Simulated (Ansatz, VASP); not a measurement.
Co in VASP and in Ansatz

```xyz
2
Lattice="2.4720 0.0000 0.0000 -1.2360 2.1408 0.0000 0.0000 0.0000 4.0211" Properties=species:S:1:pos:R:3 pbc="T T T"
Co    0.0000    1.4272    1.0053
Co    1.2360    0.7136    3.0159
```

Alike in both runs: task single point; functional PBE; k mesh 6 × 6 × 4; occupations gaussian, width 0.1 eV; collinear spin.

|  | VASP | Ansatz |
| --- | --- | --- |
| version | VASP 6.6.1 | Ansatz 0.2.0 |
| potentials or method | VASP PAW PBE potentials, release 64 (Co_sv), cutoff 690 eV | scalar-relativistic, plane waves, PAW |
| valence electrons in the cell | 34 | 34 |

|  | VASP | Ansatz | Ansatz less VASP |
| --- | --- | --- | --- |
| gap on the k mesh at the Fermi level (eV) | none | none | - |
| pressure (GPa) | 2.5 | 4.2 | +1.68 |
| traceless stress, the component that is largest in VASP (GPa) | -0.21 | -0.21 | -0.005 |
| net moment per atom (μB) | 1.59 | 1.59 | +0.002 |
| size of the moment on the site where the two differ most (μB) | 1.66 | 1.66 | +0.007 |

Site moments also hang on the region over which each program counts them. A gap of «none» marks a metal or a gap that the smearing closes.

The k mesh is coarse, so the values compare programs but aren't converged.
